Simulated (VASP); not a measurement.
Wanted: the native input for a VASP 6.6.1 run.

```yaml
Task: single point
Functional: revPBE
Potentials_or_basis: VASP PAW PBE potentials, release 64 (Ca_sv, S)
Cutoff: 500 eV
k_mesh: 8 × 8 × 8
Occupations: gaussian, width 0.05 eV
Spin: no spin polarisation
Dipole_correction: no
Further_INCAR_settings: ALGO = Normal; EDIFF = 1e-06; NBANDS = 15
```

The structure of CaS lies in POSCAR:

```
CaS
1.0
    0.0000000000      2.8844268999      2.8844268999
    2.8844268999      0.0000000000      2.8844268999
    2.8844268999      2.8844268999      0.0000000000
Ca S
1 1
Direct
    0.5000000000      0.5000000000      0.5000000000
    0.0000000000      0.0000000000      0.0000000000
```

One way to write it, as run:

INCAR

```
PREC = Accurate
ENCUT = 500
EDIFF = 1E-6
ISMEAR = 0
SIGMA = 0.05
LREAL = F
LASPH = T
NELM = 120
ALGO = Normal
ISIF = 2
LWAVE = F
LCHARG = T
GGA = RE
LELF = T
LVHAR = T
NBANDS = 15
GGA_COMPAT = F
```

KPOINTS

```
Automatic mesh
0
Gamma
  8 8 8
```

Potentials or basis: VASP PAW PBE potentials, release 64 (Ca_sv, S).

Command:

```console
$ cat potpaw_PBE.64/Ca_sv/POTCAR potpaw_PBE.64/S/POTCAR > POTCAR
$ mpirun -np 1 vasp_std > vasp.out
```

It gave:

```yaml
Pressure: 0.1 GPa
Band_gap_on_the_k_mesh: 2.53 eV, indirect (least direct gap 3.30 eV)
```

Caveat: the PAW data sets were made with another functional, which shifts forces and pressure a little.

Wall time 52 s on 1 thread of AMD EPYC 7R13, with other jobs on the host, peak memory 0.14 GiB.
